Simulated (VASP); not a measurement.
Write the native input for VASP 6.6.1 that does the following.

```
Task                   : single point
Functional             : PBEsol
Potentials or basis    : VASP PAW PBE potentials, release 64 (Ti_sv, B)
Cutoff                 : 520 eV
k mesh                 : 10 × 10 × 8
Occupations            : fermi-dirac, width 0.05 eV
Spin                   : no spin polarisation
Dipole correction      : no
Further INCAR settings : ALGO = Normal; EDIFF = 1e-06; NBANDS = 16
```

The structure of TiB2 lies in POSCAR:

```
TiB2
1.0
    2.9581227425      0.0000000000      0.0000000000
   -1.4790613713      2.5618094426      0.0000000000
    0.0000000000      0.0000000000      3.1017393886
Ti B
1 2
Direct
    0.0000000000      0.0000000000      0.0000000000
    0.6666666667      0.3333333333      0.5000000000
    0.3333333333      0.6666666667      0.5000000000
```

These files were run (other wordings do the same):

INCAR

```
SYSTEM = TiB2
  ALGO = Normal
  EDIFF = 1E-6
  ENCUT = 520
  GGA = PS
  ISIF = 2
  ISMEAR = -1
  LASPH = .True.
  LCHARG = .True.
  LELF = .True.
  LREAL = .False.
  LVHAR = .True.
  LWAVE = .False.
  NBANDS = 16
  NELM = 100
  PREC = Accurate
  SIGMA = 0.05
```

KPOINTS

```
k-points
0
Gamma
  10 10 8
  0 0 0
```

Potentials or basis: VASP PAW PBE potentials, release 64 (Ti_sv, B).

Launch:

```sh
$ cat potpaw_PBE.64/Ti_sv/POTCAR potpaw_PBE.64/B/POTCAR > POTCAR
$ mpirun -np 1 vasp_std > vasp.out
```

It gave:

```yaml
Pressure: 20.4 GPa
Band_gap_on_the_k_mesh: zero (band 9 reaches 11.47 eV, above the bottom of band 10 at 10.58 eV)
```

Caveat: the PAW data sets were made with another functional, which shifts forces and pressure a little.

Run time: 18 s on 1 thread of Intel(R) Xeon(R) Platinum 8488C (Sapphire Rapids) (shared host), peak memory 0.15 GiB.
